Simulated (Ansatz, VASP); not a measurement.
## One calculation of CdSe, two programs

The input INCAR:

```
PREC = Accurate
ENCUT = 520
EDIFF = 1E-8
ISMEAR = -1
SIGMA = 0.03
LREAL = F
LASPH = T
NELM = 100
ALGO = Normal
ISIF = 2
LWAVE = F
LCHARG = F
GGA = PS
LEFG = T
NBANDS = 16
```

File KPOINTS:

```
Automatic mesh
0
Gamma
  7 7 7
```

Contents of POSCAR:

```
CdSe
1.0
    0.0000000000      3.0702711986      3.0702711986
    3.0702711986      0.0000000000      3.0702711986
    3.0702711986      3.0702711986      0.0000000000
Cd Se
1 1
Direct
   -0.1350000000      0.0450000000      0.0450000000
    0.3850000000      0.2050000000      0.2050000000
```

Input for Ansatz:

```yaml
crystal:
  lattice:
    - [0.0, 3.0702711986, 3.0702711986]
    - [3.0702711986, 0.0, 3.0702711986]
    - [3.0702711986, 3.0702711986, 0.0]
  atoms:
    - { symbol: Cd, position: [-0.135, 0.045, 0.045] }
    - { symbol: Se, position: [0.385, 0.205, 0.205] }
kpoints:
  mp_grid: { grid: [7, 7, 7] }
scf:
  occupations: { method: fermi_dirac, width: 0.03 }
hamiltonian:
  xc: pbesol
  pseudopotentials: { kind: paw }
output:
  forces: true
  stress: true
  eigenvalues: true
  efg: { contact_densities: true }
  populations: true
```

Change from the starting cell: shortest bond scaled by 0.64, PAW files.

Alike in both runs: task electric field gradients; functional PBEsol; k mesh 7 × 7 × 7; occupations fermi-dirac, width 0.03 eV; no spin polarisation.

|  | VASP | Ansatz |
| --- | --- | --- |
| version | VASP 6.6.1 | Ansatz 0.2.0 |
| potentials or method | VASP PAW PBE potentials, release 64 (Cd, Se) | PAW with Ansatz's default frozen-core files, scalar-relativistic |
| plane-wave cutoff (eV) | 520 | 420 |
| valence electrons in the cell | 18 | 36 |

Ansatz gave:

| Item | Value |
| --- | --- |
| pressure (GPa) | 56.1 |
| traceless stress, the component that is largest in VASP (GPa) | -59.52 |
| rms of the force components (eV/Å) | 22.447 |
| size of Vzz on the site where it differs most (V/Å²) | 54.7 |

**Question.** What did VASP give for the same quantities?

**Answer.** Pressure (GPa): 59.0; traceless stress, the component that is largest in VASP (GPa): -62.38; rms of the force components (eV/Å): 23.495; size of Vzz on the site where it differs most (V/Å²): 347.9.

VASP's potentials were made for PBE, not for PBEsol. Atom by atom the forces differ by 1.048 eV/Å (rms over components). Both programs put the cell under a high pressure, so it lies far from rest at this level. VASP's potentials hold 18 valence electrons a cell and Ansatz's 36, so a difference there can come from the potentials and not from the codes.
